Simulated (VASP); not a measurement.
# KRuSe3 (Pm-3m) in VASP: further runs, part 2 of 2

VASP 6.6.1. Earlier steps stand in the parts before.

### 3 Single point, PBE, collinear spin, ferromagnetic start

File INCAR:

```
SYSTEM = KRuSe3
PREC = Accurate ; ENCUT = 520
EDIFF = 1E-6 ; ISMEAR = 0
SIGMA = 0.1 ; LREAL = .FALSE.
LASPH = .TRUE. ; NELM = 150
ALGO = Normal ; ISIF = 2
LWAVE = .FALSE. ; LCHARG = .TRUE.
ISPIN = 2 ; MAGMOM = 0 1 0 0 0
LORBIT = 11 ; LMAXMIX = 4
GGA = PE ; LELF = .TRUE.
LVHAR = .TRUE. ; NBANDS = 32
```

File KPOINTS:

```
Automatic mesh
0
G
  4 4 4
  0 0 0
```

File POSCAR:

```
KRuSe3
1.0
    5.5053870044      0.0000000000      0.0000000000
    0.0000000000      5.5053870044      0.0000000000
    0.0000000000      0.0000000000      5.5053870044
K Ru Se
1 1 3
Direct
    0.0000000000      0.0000000000      0.0000000000
    0.5000000000      0.5000000000      0.5000000000
    0.5000000000      0.0000000000      0.0000000000
    0.0000000000      0.5000000000      0.0000000000
    0.0000000000      0.0000000000      0.5000000000
```

Potentials or basis: VASP PAW PBE potentials, release 64 (K_sv, Ru_pv, Se).

On the command line:

```sh
$ cat potpaw_PBE.64/K_sv/POTCAR potpaw_PBE.64/Ru_pv/POTCAR potpaw_PBE.64/Se/POTCAR > POTCAR
$ mpirun -np 1 vasp_std > vasp.out
```

OUTCAR:

```text
SYSTEM = KRuSe3
   PREC = Accurate
   ENCUT = 520
   EDIFF = 1E-6
   ISMEAR = 0
   LREAL = .FALSE.
   LASPH = .TRUE.
   NELM = 150
   ISIF = 2
   ISPIN = 2
   LORBIT = 11
   GGA = PE

 ion  position               nearest neighbor table
   1  0.000  0.000  0.000-   3 2.75   4 2.75   5 2.75   5 2.75   4 2.75   3 2.75
   2  0.500  0.500  0.500-
   3  0.500  0.000  0.000-   1 2.75   1 2.75
   4  0.000  0.500  0.000-   1 2.75   1 2.75
   5  0.000  0.000  0.500-   1 2.75   1 2.75

  LATTYP: Found a simple cubic cell.
 ALAT       =     5.5053870044

  Lattice vectors:

 A1 = (   5.5053870044,   0.0000000000,   0.0000000000)
 A2 = (   0.0000000000,   5.5053870044,   0.0000000000)
 A3 = (   0.0000000000,   0.0000000000,   5.5053870044)

Analysis of symmetry for initial positions (statically):
=====================================================================
 Subroutine PRICEL returns:
 Original cell was already a primitive cell.

 Routine SETGRP: Setting up the symmetry group for a
 simple cubic supercell.

 Subroutine GETGRP returns: Found 48 space group operations
 (whereof 48 operations were pure point group operations)
 out of a pool of 48 trial point group operations.

The static configuration has the point symmetry O_h .

Analysis of symmetry for dynamics (positions and initial velocities):
=====================================================================
 Subroutine PRICEL returns:
 Original cell was already a primitive cell.

 Routine SETGRP: Setting up the symmetry group for a
 simple cubic supercell.

 Subroutine GETGRP returns: Found 48 space group operations
 (whereof 48 operations were pure point group operations)
 out of a pool of 48 trial point group operations.

The dynamic configuration has the point symmetry O_h .

Analysis of structural, dynamic, and magnetic symmetry:
=====================================================================
 Subroutine PRICEL returns:
 Original cell was already a primitive cell.

 Routine SETGRP: Setting up the symmetry group for a
 simple cubic supercell.

 Subroutine GETGRP returns: Found 48 space group operations
 (whereof 48 operations were pure point group operations)
 out of a pool of 48 trial point group operations.

The overall configuration has the point symmetry O_h .

 Subroutine INISYM returns: Found 48 space group operations
 (whereof 48 operations are pure point group operations),
 and found     1 'primitive' translations

----------------------------------------------------------------------------------------

                                     Primitive cell

  volume of cell :     166.8643

  direct lattice vectors                    reciprocal lattice vectors
     5.505387004  0.000000000  0.000000000     0.181640273  0.000000000  0.000000000
     0.000000000  5.505387004  0.000000000     0.000000000  0.181640273  0.000000000
     0.000000000  0.000000000  5.505387004     0.000000000  0.000000000  0.181640273

[... 70 lines left out ...]
   LSORBIT =      F    spin-orbit coupling
   LASPH  =      T    aspherical Exc in radial PAW
   ENCUT  =  520.0 eV  38.22 Ry    6.18 a.u.  10.24 10.24 10.24*2*pi/ulx,y,z
   NELM   =    150;   NELMIN=  2; NELMDL= -5     # of ELM steps
   EDIFF  = 0.1E-05   stopping-criterion for ELM
   LREAL  =      F    real-space projection
   EDIFFG = 0.1E-04   stopping-criterion for IOM
   NSW    =      0    number of steps for IOM
   IBRION =     -1    ionic relax: 0-MD 1-quasi-New 2-CG
   NFREE  =      0    steps in history (QN), initial steepest desc. (CG)
   ISIF   =      2    stress and relaxation
   ISYM   =      2    0-nonsym 1-usesym 2-fastsym
   POTIM  = 0.5000    time-step for ionic-motion
   TEBEG  =    0.0;   TEEND  =   0.0 temperature during run
   PSTRESS=    0.0 pullay stress
   NELECT =      41.0000    total number of electrons
   NUPDOWN=      -1.0000    fix difference up-down
   EMIN   =  10.00;   EMAX   =-10.00  energy-range for DOS
   EFERMI =   0.00;   METHOD = LEGACY
   ISMEAR =     0;   SIGMA  =   0.10  broadening in eV -4-tet -1-fermi 0-gaus
   EFERMI_NEDOS =   21; number of points for ismear=-14 and -15
   IALGO  =     38    algorithm
   IMIX   =      4    mixing-type and parameters
     AMIX     =   0.40;   BMIX     =  1.00
     AMIX_MAG =   1.60;   BMIX_MAG =  1.00
  volume/ion in A,a.u.               =      33.37       225.21
  Fermi-wavevector in a.u.,A,eV,Ry     =   1.025372  1.937673 14.305008  1.051388
  Thomas-Fermi vector in A             =   2.159209
   LORBIT       =     11    0 simple, 1 ext, 2 COOP (PROOUT), +10 PAW based schemes
   GGA     = PE    functional components
   LHFCALC =     F    Hartree Fock is set to
   AEXX    =    0.0000 exact exchange contribution
   IVDW    =     0    specifies the selected vdW correction
   LEPSILON=     F    determine dielectric tensor
   LRPA    =     F    only Hartree local field effects (RPA)
 spin polarized calculation
 Gauss-broadening in eV      SIGMA  =   0.10
  energy-cutoff  :      520.00
  volume of cell :      166.86
 maximum number of plane-waves:      4632
 NGX is ok and might be reduce to    42
   NGX = 21   NGY = 21   NGZ = 21

 number of electron      40.9999984 magnetization       2.2728041

 Free energy of the ion-electron system (eV)
  ---------------------------------------------------
  ext. energy  EPLUGINS =         0.00000000
  ---------------------------------------------------
  free energy    TOTEN  =       -12.10202811 eV

  energy without entropy =      -12.03759932  energy(sigma->0) =      -12.06981371

 E-fermi :   0.5985     XC(G=0):  -8.2501

 val. band max:        0.5864874334   @ k =   0.0000   0.0000   0.0000
 cond. band min:       0.5992666388   @ k =   0.5000   0.5000   0.0000
 fundamental gap:      0.0127792054
 Fermi energy:         0.5985185407

 spin component 1

 k-point     1 :       0.0000    0.0000    0.0000
  band No.  band energies     occupation
      1     -43.0648      1.00000
      2     -43.0648      1.00000
      3     -43.0648      1.00000
      4     -27.4211      1.00000
      5     -11.2901      1.00000
      6     -11.2901      1.00000
[... 339 lines left out ...]
     31       8.0054      0.00000
     32      10.3144      0.00000
 Fermi energy:         0.5985185407

 spin component 2

 k-point     1 :       0.0000    0.0000    0.0000
  band No.  band energies     occupation
      1     -40.8704      1.00000
      2     -40.8704      1.00000
      3     -40.8704      1.00000
      4     -27.4458      1.00000
      5     -11.3554      1.00000
      6     -11.3212      1.00000
[... 339 lines left out ...]
     31       8.0152      0.00000
     32      10.1722      0.00000

------------------------ aborting loop because EDIFF is reached ----------------------------------------

  FORCE on cell =-STRESS in cart. coord.  units (eV):
  Direction    XX          YY          ZZ          XY          YZ          ZX
  --------------------------------------------------------------------------------------
  -------------------------------------------------------------------------------------
  Total        0.1086624      0.1086624      0.1086624     -0.0000000     -0.0000000      0.0000000
  in kB        1.0433408      1.0433408      1.0433408     -0.0000000     -0.0000000      0.0000000
  external PRESSURE =       1.0433408 kB  Pullay stress =       0.0000000 kB

 VOLUME and BASIS-vectors are now :
 -----------------------------------------------------------------------------
  energy-cutoff  :      520.00
  volume of cell :      166.86
      direct lattice vectors                 reciprocal lattice vectors
     5.505387004  0.000000000  0.000000000     0.181640273  0.000000000  0.000000000
     0.000000000  5.505387004  0.000000000     0.000000000  0.181640273  0.000000000
     0.000000000  0.000000000  5.505387004     0.000000000  0.000000000  0.181640273

 POSITION                                       TOTAL-FORCE (eV/Angst)
 -----------------------------------------------------------------------------------
      0.00000      0.00000      0.00000         0.000000      0.000000      0.000000
      2.75269      2.75269      2.75269         0.000000      0.000000      0.000000
      2.75269      0.00000      0.00000         0.000000      0.000000      0.000000
      0.00000      2.75269      0.00000         0.000000      0.000000      0.000000
      0.00000      0.00000      2.75269         0.000000      0.000000      0.000000
 -----------------------------------------------------------------------------------
    total drift:                                0.000000      0.000000     -0.000000

  FREE ENERGIE OF THE ION-ELECTRON SYSTEM (eV)
  ---------------------------------------------------
  free  energy   TOTEN  =       -12.1020281093 eV

  energy  without entropy=      -12.0375993196  energy(sigma->0) =      -12.06981371

 total charge

# of ion       s       p       d       tot
------------------------------------------
    1        1.995   5.598   0.140   7.734
    2        0.112   5.990   5.897  11.999
    3        1.501   2.170   0.007   3.677
    4        1.501   2.170   0.007   3.677
    5        1.501   2.170   0.007   3.677
--------------------------------------------------
tot          6.608  18.098   6.058  30.764

 magnetization (x)

# of ion       s       p       d       tot
------------------------------------------
    1        0.001  -0.015  -0.005  -0.020
    2        0.037   0.010   2.883   2.930
    3       -0.003  -0.194  -0.000  -0.197
    4       -0.003  -0.194  -0.000  -0.197
    5       -0.003  -0.194  -0.000  -0.197
--------------------------------------------------
tot          0.027  -0.586   2.877   2.318
```

It took 93 s on 1 thread of AMD EPYC 9R45 (Zen 5), shared host; peak memory 0.32 GiB.

Results:

```yaml
Free_energy: -12.1020 eV
Pressure: 0.1 GPa
Net_moment: 2.27 μB per cell
Site_moments: K -0.02; Ru +2.93; Se -0.20 μB
Valence_electrons_inside_the_program's_atomic_spheres: K 7.73; Ru 12.00; Se 3.68
```
